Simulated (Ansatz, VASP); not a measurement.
Cr: VASP beside Ansatz

The input INCAR:

```
PREC = Accurate
ENCUT = 520
EDIFF = 1E-7
ISMEAR = -1
SIGMA = 0.1
LREAL = F
LASPH = T
NELM = 100
ALGO = Normal
ISIF = 2
LWAVE = F
LCHARG = T
GGA = PE
LELF = T
LVHAR = T
NBANDS = 12
```

File KPOINTS:

```
regular mesh
0
Gamma
  17 17 17
```

The input POSCAR:

```
Cr
1.0
    0.0000000000      1.8122410358      1.8122410358
    1.8122410358      0.0000000000      1.8122410358
    1.8122410358      1.8122410358      0.0000000000
Cr
1
Direct
    0.0000000000      0.0000000000      0.0000000000
```

Input for Ansatz:

```yaml
crystal:
  lattice:
    - [0.0, 1.8122410358, 1.8122410358]
    - [1.8122410358, 0.0, 1.8122410358]
    - [1.8122410358, 1.8122410358, 0.0]
  atoms:
    - { symbol: Cr, position: [0.0, 0.0, 0.0] }
hamiltonian:
  xc: pbe
  pseudopotentials:
    kind: paw
    azcp:
      Cr: "pseudopotentials/Cr.paw.azcp"
basis:
  ecutwfc: 420
  fft_grid_basis: typed
kpoints:
  mp_grid: { grid: [17, 17, 17], shift: [0, 0, 0] }
magnetization:
  spin_polarized: false
scf:
  occupations: { method: fermi_dirac, width: 0.1 }
  lower_state_search: "off"
output:
  stress: true
```

Alike in both runs: task single point; functional PBE; k mesh 17 × 17 × 17; occupations fermi-dirac, width 0.1 eV; no spin polarisation.

|  | VASP | Ansatz |
| --- | --- | --- |
| version | VASP 6.6.1 | Ansatz 0.2.0 |
| potentials or method | VASP PAW PBE potentials, release 64 (Cr_pv), cutoff 520 eV | plane waves (420 eV) with PAW, scalar-relativistic |
| valence electrons in the cell | 12 | 14 |

```csv
,VASP,Ansatz,Ansatz less VASP
pressure (GPa),-0.5,-0.1,+0.45
```

VASP's potentials hold 12 valence electrons a cell and Ansatz's 14, so a difference there can come from the potentials and not from the codes.
